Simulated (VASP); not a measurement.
# TeW (P6_3mc) in VASP: relaxation of cell and atoms with PBE

Aim: the relaxation of cell and atoms of TeW with PBE.

Everything below comes from runs of VASP 6.6.1. Logs are shortened: lines on timing, memory, paths and dates and some standing lists are left out, and cuts for length are marked.

## (1) The cell of the first run

It takes space group P6_3mc (No. 186, hexagonal). Conventional cell: a = 3.278 Å, b = 3.278 Å, c = 9.223 Å, α = 90.00°, β = 90.00°, γ = 120.00°. Within 3.5 Å of Te (site symmetry 3m) lie 4 W at 2.66 to 2.74 Å and 6 Te at 3.28 Å. W (site symmetry 3m) has 4 Te at 2.66 to 2.74 Å and 6 W at 3.28 Å within 3.5 Å.

## (2) Relaxation of cell and atoms, PBE

File INCAR:

```
PREC = Accurate
ENCUT = 600
EDIFF = 1E-6
ISMEAR = 0
SIGMA = 0.1
LREAL = F
LASPH = T
NELM = 80
ALGO = Normal
ISIF = 3
LWAVE = F
LCHARG = F
GGA = PE
IBRION = 2
NSW = 100
EDIFFG = -0.01
```

File KPOINTS:

```
Automatic mesh
0
Gamma
  18 18 6
```

File POSCAR:

```
TeW
1.0
    3.2779769778      0.0000000000      0.0000000000
   -1.6389884889      2.8388113358      0.0000000000
    0.0000000000      0.0000000000      9.2229189377
Te W
2 2
Direct
    0.3333333333      0.6666666667      1.0425654250
    0.6666666667      0.3333333333      0.5425654250
    0.3333333333      0.6666666667      0.3395345750
    0.6666666667      0.3333333333      0.8395345750
```

Potentials or basis: VASP PAW PBE potentials, release 64 (Te, W_sv).

Launch:

```
$ cat potpaw_PBE.64/Te/POTCAR potpaw_PBE.64/W_sv/POTCAR > POTCAR
$ mpirun -np 1 vasp_std > vasp.out
```

OUTCAR:

```text
PREC = Accurate
   ENCUT = 600
   EDIFF = 1E-6
   ISMEAR = 0
   LREAL = F
   LASPH = T
   NELM = 80
   ISIF = 3
   GGA = PE
   IBRION = 2
   NSW = 100
   EDIFFG = -0.01

 ion  position               nearest neighbor table
   1  0.333  0.667  0.043-   4 2.66   4 2.66   4 2.66   3 2.74
   2  0.667  0.333  0.543-   3 2.66   3 2.66   3 2.66   4 2.74
   3  0.333  0.667  0.340-   2 2.66   2 2.66   2 2.66   1 2.74
   4  0.667  0.333  0.840-   1 2.66   1 2.66   1 2.66   2 2.74

  LATTYP: Found a hexagonal cell.
 ALAT       =     3.2779769778
 C/A-ratio  =     2.8136008886

  Lattice vectors:

 A1 = (   3.2779769778,   0.0000000000,   0.0000000000)
 A2 = (  -1.6389884889,   2.8388113358,   0.0000000000)
 A3 = (   0.0000000000,   0.0000000000,   9.2229189377)

Analysis of symmetry for initial positions (statically):
=====================================================================
 Subroutine PRICEL returns:
 Original cell was already a primitive cell.

 Routine SETGRP: Setting up the symmetry group for a
 hexagonal supercell.

 Subroutine GETGRP returns: Found 12 space group operations
 (whereof  6 operations were pure point group operations)
 out of a pool of 24 trial point group operations.

The static configuration has the point symmetry C_3v.
 The point group associated with its full space group is C_6v.

Analysis of symmetry for dynamics (positions and initial velocities):
=====================================================================
 Subroutine PRICEL returns:
 Original cell was already a primitive cell.

 Routine SETGRP: Setting up the symmetry group for a
 hexagonal supercell.

 Subroutine GETGRP returns: Found 12 space group operations
 (whereof  6 operations were pure point group operations)
 out of a pool of 24 trial point group operations.

The dynamic configuration has the point symmetry C_3v.
 The point group associated with its full space group is C_6v.

 Subroutine INISYM returns: Found 12 space group operations
 (whereof  6 operations are pure point group operations),
 and found     1 'primitive' translations

----------------------------------------------------------------------------------------

                                     Primitive cell

  volume of cell :      85.8244

  direct lattice vectors                    reciprocal lattice vectors
[... 91 lines left out ...]
   EDIFF  = 0.1E-05   stopping-criterion for ELM
   LREAL  =      F    real-space projection
   EDIFFG = -.1E-01   stopping-criterion for IOM
   NSW    =    100    number of steps for IOM
   IBRION =      2    ionic relax: 0-MD 1-quasi-New 2-CG
   NFREE  =      1    steps in history (QN), initial steepest desc. (CG)
   ISIF   =      3    stress and relaxation
   ISYM   =      2    0-nonsym 1-usesym 2-fastsym
   POTIM  = 0.5000    time-step for ionic-motion
   TEBEG  =    0.0;   TEEND  =   0.0 temperature during run
   PSTRESS=    0.0 pullay stress
   NELECT =      40.0000    total number of electrons
   NUPDOWN=      -1.0000    fix difference up-down
   EMIN   =  10.00;   EMAX   =-10.00  energy-range for DOS
   EFERMI =   0.00;   METHOD = LEGACY
   ISMEAR =     0;   SIGMA  =   0.10  broadening in eV -4-tet -1-fermi 0-gaus
   EFERMI_NEDOS =   21; number of points for ismear=-14 and -15
   IALGO  =     38    algorithm
   IMIX   =      4    mixing-type and parameters
     AMIX     =   0.40;   BMIX     =  1.00
     AMIX_MAG =   1.60;   BMIX_MAG =  1.00
  volume/ion in A,a.u.               =      21.46       144.79
  Fermi-wavevector in a.u.,A,eV,Ry     =   1.269281  2.398594 21.920007  1.611075
  Thomas-Fermi vector in A             =   2.402331
   LORBIT       =      0    0 simple, 1 ext, 2 COOP (PROOUT), +10 PAW based schemes
   GGA     = PE    functional components
   LHFCALC =     F    Hartree Fock is set to
   AEXX    =    0.0000 exact exchange contribution
   IVDW    =     0    specifies the selected vdW correction
   LEPSILON=     F    determine dielectric tensor
   LRPA    =     F    only Hartree local field effects (RPA)
 conjugate gradient relaxation of ions
 non-spin polarized calculation
 Gauss-broadening in eV      SIGMA  =   0.10
  energy-cutoff  :      600.00
  volume of cell :       85.82
 maximum number of plane-waves:      2913
 NGX is ok and might be reduce to    28
   NGX = 13   NGY = 13   NGZ = 37

 number of electron      40.0000000 magnetization

 Free energy of the ion-electron system (eV)
  ---------------------------------------------------
  ext. energy  EPLUGINS =         0.00000000
  ---------------------------------------------------
  free energy    TOTEN  =       -29.25831215 eV

  energy without entropy =      -29.25061267  energy(sigma->0) =      -29.25446241

 E-fermi :   9.7710     XC(G=0): -11.5397

 val. band max:        9.7576576738   @ k =   0.1111   0.0000   0.1667
 cond. band min:       9.7713608819   @ k =   0.0000   0.0000   0.1667
 fundamental gap:      0.0137032081
 Fermi energy:         9.7709587289

 k-point     1 :       0.0000    0.0000    0.0000
  band No.  band energies     occupation
      1     -64.4508      2.00000
      2     -64.4508      2.00000
      3     -28.7543      2.00000
      4     -28.7477      2.00000
      5     -28.5030      2.00000
      6     -28.5030      2.00000
[... 637 lines left out ...]
     23      11.7688      0.00000
     24      12.5227      0.00000

 [... further k-points ...]

------------------------ aborting loop because EDIFF is reached ----------------------------------------

  FORCE on cell =-STRESS in cart. coord.  units (eV):
  Direction    XX          YY          ZZ          XY          YZ          ZX
  --------------------------------------------------------------------------------------
  -------------------------------------------------------------------------------------
  Total       -0.0041064     -0.0041064     -0.0017204      0.0000000      0.0000000      0.0000000
  in kB       -0.0766582     -0.0766582     -0.0321172      0.0000000      0.0000000      0.0000000
  external PRESSURE =      -0.0618112 kB  Pullay stress =       0.0000000 kB

 VOLUME and BASIS-vectors are now :
 -----------------------------------------------------------------------------
  energy-cutoff  :      600.00
  volume of cell :       85.82
      direct lattice vectors                 reciprocal lattice vectors
     3.277976978  0.000000000  0.000000000     0.305066206  0.176130056  0.000000000
    -1.638988489  2.838811336  0.000000000     0.000000000  0.352260112  0.000000000
     0.000000000  0.000000000  9.222918938     0.000000000  0.000000000  0.108425544

 POSITION                                       TOTAL-FORCE (eV/Angst)
 -----------------------------------------------------------------------------------
     -0.00000      1.89254      0.39258        -0.000000      0.000000     -0.005450
      1.63899      0.94627      5.00404         0.000000     -0.000000     -0.005450
     -0.00000      1.89254      3.13150        -0.000000      0.000000      0.005450
      1.63899      0.94627      7.74296         0.000000      0.000000      0.005450
 -----------------------------------------------------------------------------------
    total drift:                               -0.000000      0.000000     -0.000943

  FREE ENERGIE OF THE ION-ELECTRON SYSTEM (eV)
  ---------------------------------------------------
  free  energy   TOTEN  =       -29.2583121480 eV

  energy  without entropy=      -29.2506126701  energy(sigma->0) =      -29.25446241

 reached required accuracy - stopping structural energy minimisation
```

CONTCAR:

```text
TeW
   1.00000000000000
     3.2779769777999999    0.0000000000000000    0.0000000000000000
    -1.6389884888999999    2.8388113358000000    0.0000000000000000
     0.0000000000000000    0.0000000000000000    9.2229189376999994
  Te              W
     2     2
Direct
     0.3333333332999970    0.6666666667000030    0.0425654249999994
     0.6666666667000030    0.3333333332999970    0.5425654249999994
     0.3333333332999970    0.6666666667000030    0.3395345750000018
     0.6666666667000030    0.3333333332999970    0.8395345750000018

  0.00000000E+00  0.00000000E+00  0.00000000E+00
  0.00000000E+00  0.00000000E+00  0.00000000E+00
  0.00000000E+00  0.00000000E+00  0.00000000E+00
  0.00000000E+00  0.00000000E+00  0.00000000E+00
```

Wall time 2.7 min (1 thread of Intel Xeon 6975P-C (Granite Rapids), shared host); peak memory 0.48 GiB.

What came out:

* Free energy: -29.2583 eV
* Pressure after relaxing: 0.0 GPa
* Largest force after relaxing: 0.005 eV/Å
* Band gap on the k mesh: zero (bands 20 and 21 overlap by 0.19 eV)

Forces on the atoms (eV/Å):
```
Te   0.000  0.000 -0.005
Te   0.000  0.000 -0.005
W    0.000  0.000  0.005
W    0.000  0.000  0.005
```

Final structure:
```
CELL_PARAMETERS angstrom
3.27798 0.00000 0.00000
-1.63899 2.83881 0.00000
0.00000 0.00000 9.22292
ATOMIC_POSITIONS crystal
Te 0.33333 0.66667 0.04257
Te 0.66667 0.33333 0.54257
W 0.33333 0.66667 0.33953
W 0.66667 0.33333 0.83953
```

Caveat: the relaxation stopped at its first step, so nothing moved; spin-orbit coupling is left out, which moves the levels of the heavy elements.
